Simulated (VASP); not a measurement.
# BaTiO3 (Amm2) in VASP: single point with PBE+D3(BJ)

Aim: the single point of BaTiO3 with PBE+D3(BJ).

All numbers are computed with VASP 6.6.1; they aren't measurements. Logs are shortened: lines on timing, memory, paths and dates and some standing lists are left out, and cuts for length are marked.

**1. The cell of the first run**

The structure is orthorhombic, space group Amm2 (No. 38). The conventional cell has a = 3.965 Å, b = 5.705 Å, c = 5.734 Å, α = 90.00°, β = 90.00°, γ = 90.00°. Ba (site symmetry mm2) has 12 O at 2.76 to 2.97 Å and 8 Ti at 3.42 to 3.55 Å within 3.6 Å. Within 2.5 Å of Ti (site symmetry mm2) lie 6 O at 1.86 to 2.19 Å. Within 2.6 Å of O (site symmetry mm2) lie 2 Ti at 1.99 Å. O (site symmetry m) has 2 Ti at 1.86 to 2.19 Å within 2.5 Å.

**2. Single point, PBE+D3(BJ)**

Contents of INCAR:

```
SYSTEM = BaTiO3
PREC = Accurate
ENCUT = 520
EDIFF = 1E-6
ISMEAR = 0
SIGMA = 0.02
LREAL = .FALSE.
LASPH = .TRUE.
NELM = 60
ALGO = Normal
ISIF = 2
LWAVE = .FALSE.
LCHARG = .FALSE.
GGA = PE
IVDW = 12
NBANDS = 28
```

Contents of KPOINTS:

```
Automatic mesh
0
G
  8 8 8
  0 0 0
```

Contents of POSCAR:

```
BaTiO3
1.0
    3.9650001844      0.0000000000      0.0000000000
    0.0000000000      2.8524106583      2.8668139467
    0.0000000000     -2.8524106583      2.8668139467
Ba Ti O
1 1 3
Direct
    0.0000000000      0.0081681653      0.0081681653
    0.5000000000      0.5226938545      0.5226938545
    0.0000000000      0.4899238342      0.4899238342
    0.5000000000      0.4933219344      0.9821122115
    0.5000000000      0.9821122115      0.4933219344
```

Potentials or basis: VASP PAW PBE potentials, release 64 (Ba_sv, Ti_sv, O).

The run is started by

```
cat potpaw_PBE.64/Ba_sv/POTCAR potpaw_PBE.64/Ti_sv/POTCAR potpaw_PBE.64/O/POTCAR > POTCAR
mpirun -np 1 vasp_std > vasp.out
```

OUTCAR:

```text
SYSTEM = BaTiO3
   PREC = Accurate
   ENCUT = 520
   EDIFF = 1E-6
   ISMEAR = 0
   LREAL = .FALSE.
   LASPH = .TRUE.
   NELM = 60
   ISIF = 2
   GGA = PE
   IVDW = 12
 IVDW          = 12

 ion  position               nearest neighbor table
   1  0.000  0.008  0.008-   3 2.76   4 2.79   5 2.79   4 2.79   5 2.79   3 2.85   3 2.85   5 2.88
                             4 2.88   5 2.88   4 2.88   3 2.97   2 3.42   2 3.42   2 3.47   2 3.47
   2  0.500  0.523  0.523-   4 1.86   5 1.86   3 1.99   3 1.99   5 2.19   4 2.19   1 3.42   1 3.42
                             1 3.47   1 3.47   1 3.47   1 3.47   1 3.55   1 3.55
   3  0.000  0.490  0.490-   2 1.99   2 1.99   1 2.76   1 2.85   1 2.85   1 2.97
   4  0.500  0.493  0.982-   2 1.86   2 2.19   1 2.79   1 2.79   1 2.88   1 2.88
   5  0.500  0.982  0.493-   2 1.86   2 2.19   1 2.79   1 2.79   1 2.88   1 2.88

  LATTYP: Found a base centered orthorhombic cell.
 ALAT       =     5.7048213166
 B/A-ratio  =     1.0050495143
 C/A-ratio  =     0.6950261830

  Lattice vectors:

 A1 = (   0.0000000000,   2.8524106583,  -2.8668139467)
 A2 = (   0.0000000000,   2.8524106583,   2.8668139467)
 A3 = (   3.9650001844,   0.0000000000,   0.0000000000)

Analysis of symmetry for initial positions (statically):
=====================================================================
 Subroutine PRICEL returns:
 Original cell was already a primitive cell.

 Routine SETGRP: Setting up the symmetry group for a
 base centered orthorhombic supercell.

 Subroutine GETGRP returns: Found  4 space group operations
 (whereof  4 operations were pure point group operations)
 out of a pool of  8 trial point group operations.

The static configuration has the point symmetry C_2v.

Analysis of symmetry for dynamics (positions and initial velocities):
=====================================================================
 Subroutine PRICEL returns:
 Original cell was already a primitive cell.

 Routine SETGRP: Setting up the symmetry group for a
 base centered orthorhombic supercell.

 Subroutine GETGRP returns: Found  4 space group operations
 (whereof  4 operations were pure point group operations)
 out of a pool of  8 trial point group operations.

The dynamic configuration has the point symmetry C_2v.

 Subroutine INISYM returns: Found  4 space group operations
 (whereof  4 operations are pure point group operations),
 and found     1 'primitive' translations

----------------------------------------------------------------------------------------

                                     Primitive cell

  volume of cell :      64.8462

  direct lattice vectors                    reciprocal lattice vectors
     3.965000184  0.000000000  0.000000000     0.252206798  0.000000000  0.000000000
     0.000000000  2.852410658  2.866813947     0.000000000  0.175290328  0.174409644
     0.000000000 -2.852410658  2.866813947     0.000000000 -0.175290328  0.174409644

  length of vectors
     3.965000184  4.044115326  4.044115326     0.252206798  0.247276006  0.247276006

  position of ions in fractional coordinates (direct lattice)
     0.000000000  0.008168165  0.008168165
     0.500000000  0.522693854  0.522693854
     0.000000000  0.489923834  0.489923834
     0.500000000  0.493321934  0.982112212
     0.500000000  0.982112212  0.493321934

  ion indices of the primitive-cell ions
   primitive index   ion index
                 1           1
                 2           2
                 3           3
                 4           4
                 5           5

----------------------------------------------------------------------------------------

 KPOINTS: Automatic mesh

Automatic generation of k-mesh.
 Grid dimensions read from file:
 generate k-points for:    8    8    8

 Generating k-lattice:

  Cartesian coordinates                     Fractional coordinates (reciprocal lattice)
     0.031525850  0.000000000  0.000000000     0.125000000  0.000000000  0.000000000
     0.000000000  0.021911291  0.021801206     0.000000000  0.125000000  0.000000000
     0.000000000 -0.021911291  0.021801206     0.000000000  0.000000000  0.125000000

  Length of vectors
     0.031525850  0.030909501  0.030909501

  Shift w.r.t. Gamma in fractional coordinates (k-lattice)
     0.000000000  0.000000000  0.000000000

 Subroutine IBZKPT returns following result:
 ===========================================

 Found    105 irreducible k-points:

 Following reciprocal coordinates:
            Coordinates               Weight
  0.000000  0.000000  0.000000      1.000000
  0.125000  0.000000  0.000000      2.000000
  0.250000  0.000000  0.000000      2.000000
  0.375000  0.000000  0.000000      2.000000
  0.500000  0.000000  0.000000      1.000000
  0.000000  0.125000  0.000000      4.000000
[... 16 lines left out ...]
  0.250000  0.500000  0.000000      4.000000
  0.375000  0.500000  0.000000      4.000000
 [... further k-points ...]
   k-points           NKPTS =    105   k-points in BZ     NKDIM =    105   number of bands    NBANDS=     28
   number of dos      NEDOS =    301   number of ions     NIONS =      5
   total plane-waves  NPLWV =  27000
   dimension x,y,z NGX =    30 NGY =   30 NGZ =   30
   dimension x,y,z NGXF=    60 NGYF=   60 NGZF=   60
   ions per type =               1   1   3
   NGX,Y,Z   is equivalent  to a cutoff of  12.58, 12.33, 12.33 a.u.
   NGXF,Y,Z  is equivalent  to a cutoff of  25.16, 24.66, 24.66 a.u.
 SYSTEM =  BaTiO3
   PREC   = accura    normal or accurate (medium, high low for compatibility)
   ISTART =      0    job   : 0-new  1-cont  2-samecut
   ICHARG =      2    charge: 1-file 2-atom 10-const
   ISPIN  =      1    spin polarized calculation?
   LNONCOLLINEAR =      F non collinear calculations
   LSORBIT =      F    spin-orbit coupling
   LASPH  =      T    aspherical Exc in radial PAW
   ENCUT  =  520.0 eV  38.22 Ry    6.18 a.u.   7.37  7.52  7.52*2*pi/ulx,y,z
   NELM   =     60;   NELMIN=  2; NELMDL= -5     # of ELM steps
   EDIFF  = 0.1E-05   stopping-criterion for ELM
   LREAL  =      F    real-space projection
   EDIFFG = 0.1E-04   stopping-criterion for IOM
   NSW    =      0    number of steps for IOM
   IBRION =     -1    ionic relax: 0-MD 1-quasi-New 2-CG
   NFREE  =      0    steps in history (QN), initial steepest desc. (CG)
   ISIF   =      2    stress and relaxation
   ISYM   =      2    0-nonsym 1-usesym 2-fastsym
   POTIM  = 0.5000    time-step for ionic-motion
   TEBEG  =    0.0;   TEEND  =   0.0 temperature during run
   PSTRESS=    0.0 pullay stress
   NELECT =      40.0000    total number of electrons
   NUPDOWN=      -1.0000    fix difference up-down
   EMIN   =  10.00;   EMAX   =-10.00  energy-range for DOS
   EFERMI =   0.00;   METHOD = LEGACY
   ISMEAR =     0;   SIGMA  =   0.02  broadening in eV -4-tet -1-fermi 0-gaus
   EFERMI_NEDOS =   21; number of points for ismear=-14 and -15
   IALGO  =     38    algorithm
   IMIX   =      4    mixing-type and parameters
     AMIX     =   0.40;   BMIX     =  1.00
     AMIX_MAG =   1.60;   BMIX_MAG =  1.00
  volume/ion in A,a.u.               =      12.97        87.52
  Fermi-wavevector in a.u.,A,eV,Ry     =   1.393584  2.633492 26.423564  1.942077
  Thomas-Fermi vector in A             =   2.517216
   LORBIT       =      0    0 simple, 1 ext, 2 COOP (PROOUT), +10 PAW based schemes
   GGA     = PE    functional components
   LHFCALC =     F    Hartree Fock is set to
   AEXX    =    0.0000 exact exchange contribution
   IVDW    =    12    specifies the selected vdW correction
   LEPSILON=     F    determine dielectric tensor
   LRPA    =     F    only Hartree local field effects (RPA)
 non-spin polarized calculation
 Gauss-broadening in eV      SIGMA  =   0.02
  energy-cutoff  :      520.00
  volume of cell :       64.85
 maximum number of plane-waves:      1773
 NGX is ok and might be reduce to    30
   NGX = 15   NGY = 15   NGZ = 15

 number of electron      39.9999994 magnetization

 Free energy of the ion-electron system (eV)
  ---------------------------------------------------
  ext. energy  EPLUGINS =         0.00000000
  ---------------------------------------------------
  free energy    TOTEN  =       -40.01405534 eV

  energy without entropy =      -40.01405534  energy(sigma->0) =      -40.01405534

 E-fermi :   3.8354     XC(G=0): -11.1822

 val. band max:        3.7439295706   @ k =   0.5000   0.5000   0.5000
 cond. band min:       5.9371455778   @ k =   0.0000   0.0000   0.0000
 fundamental gap:      2.1932160072
 Fermi energy:         3.8353829041

 k-point     1 :       0.0000    0.0000    0.0000
  band No.  band energies     occupation
      1     -52.6472      2.00000
      2     -28.9152      2.00000
      3     -28.9144      2.00000
      4     -28.8577      2.00000
      5     -21.1353      2.00000
      6     -13.1165      2.00000
[... 20 lines left out ...]
     27       8.8840      0.00000
     28      10.9392      0.00000

 k-point     2 :       0.1250    0.0000    0.0000
  band No.  band energies     occupation
      1     -52.6471      2.00000
      2     -28.9149      2.00000
      3     -28.9141      2.00000
      4     -28.8663      2.00000
      5     -21.1177      2.00000
      6     -13.1232      2.00000
[... 20 lines left out ...]
     27       9.1800      0.00000
     28      11.3203      0.00000

 k-point     3 :       0.2500    0.0000    0.0000
  band No.  band energies     occupation
      1     -52.6466      2.00000
      2     -28.9141      2.00000
      3     -28.9133      2.00000
      4     -28.8870      2.00000
      5     -21.0745      2.00000
      6     -13.1846      2.00000
[... 20 lines left out ...]
     27       9.8880      0.00000
     28      12.0387      0.00000

 k-point     4 :       0.3750    0.0000    0.0000
  band No.  band energies     occupation
      1     -52.6462      2.00000
      2     -28.9133      2.00000
      3     -28.9125      2.00000
      4     -28.9074      2.00000
      5     -21.0305      2.00000
      6     -13.2873      2.00000
[... 578 lines left out ...]
     27      11.4939      0.00000
     28      12.1505      0.00000

 k-point    23 :       0.2500    0.5000    0.0000
  band No.  band energies     occupation
      1     -52.6458      2.00000
      2     -28.9598      2.00000
      3     -28.9119      2.00000
      4     -28.8845      2.00000
      5     -20.9874      2.00000
      6     -13.0683      2.00000
[... 20 lines left out ...]
     27      12.1415      0.00000
     28      12.4106      0.00000

 k-point    24 :       0.3750    0.5000    0.0000
  band No.  band energies     occupation
      1     -52.6453      2.00000
      2     -28.9585      2.00000
      3     -28.9111      2.00000
      4     -28.9046      2.00000
      5     -20.9579      2.00000
      6     -12.8664      2.00000
[... 20 lines left out ...]
     27      11.7489      0.00000
     28      13.1944      0.00000

 [... further k-points ...]

------------------------ aborting loop because EDIFF is reached ----------------------------------------

 Edisp (eV)   -1.30989

 E8    (eV) :    -0.5957

  FORCE on cell =-STRESS in cart. coord.  units (eV):
  Direction    XX          YY          ZZ          XY          YZ          ZX
  --------------------------------------------------------------------------------------
  -------------------------------------------------------------------------------------
  Total       0.69684     0.70725     0.70320     0.00000     0.00000     0.00000
  in kB      17.21711    17.47416    17.37421     0.00000     0.00000     0.00000
  external pressure =       17.36 kB  Pullay stress =        0.00 kB

 VOLUME and BASIS-vectors are now :
 -----------------------------------------------------------------------------
  energy-cutoff  :      520.00
  volume of cell :       64.85
      direct lattice vectors                 reciprocal lattice vectors
     3.965000184  0.000000000  0.000000000     0.252206798  0.000000000  0.000000000
     0.000000000  2.852410658  2.866813947     0.000000000  0.175290328  0.174409644
     0.000000000 -2.852410658  2.866813947     0.000000000 -0.175290328  0.174409644

 POSITION                                       TOTAL-FORCE (eV/Angst)
 -----------------------------------------------------------------------------------
      0.00000      0.00000      0.04683         0.000000      0.000000     -0.038917
      1.98250      0.00000      2.99693         0.000000      0.000000     -0.074639
      0.00000      0.00000      2.80904         0.000000      0.000000      0.021599
      1.98250     -1.39423      4.22980         0.000000     -0.026511      0.045978
      1.98250      1.39423      4.22980         0.000000      0.026511      0.045978
 -----------------------------------------------------------------------------------
    total drift:                                0.000000      0.000000     -0.000619

  FREE ENERGIE OF THE ION-ELECTRON SYSTEM (eV)
  ---------------------------------------------------
  free  energy   TOTEN  =       -41.3239405966 eV

  energy  without entropy=      -41.3239405966  energy(sigma->0) =      -41.32394060
```

Run time: 3.2 min. Hardware: 1 thread of AMD EPYC 7R43 (Zen 3), shared host; peak memory 0.28 GiB.

Results:

| Item | Value |
| --- | --- |
| Free energy | -41.3239 eV |
| Pressure | 1.7 GPa |
| Largest force | 0.075 eV/Å |
| Band gap on the k mesh | 2.19 eV, indirect (least direct gap 2.62 eV) |
| Dispersion energy per atom | -0.262 eV |

Forces in eV/Å, atoms in the order of the input:
```
Ba   0.000  0.000 -0.039
Ti   0.000  0.000 -0.075
O    0.000  0.000  0.022
O    0.000 -0.027  0.046
O    0.000  0.027  0.046
```

Caveat: spin-orbit coupling is left out, which moves the levels of the heavy elements.
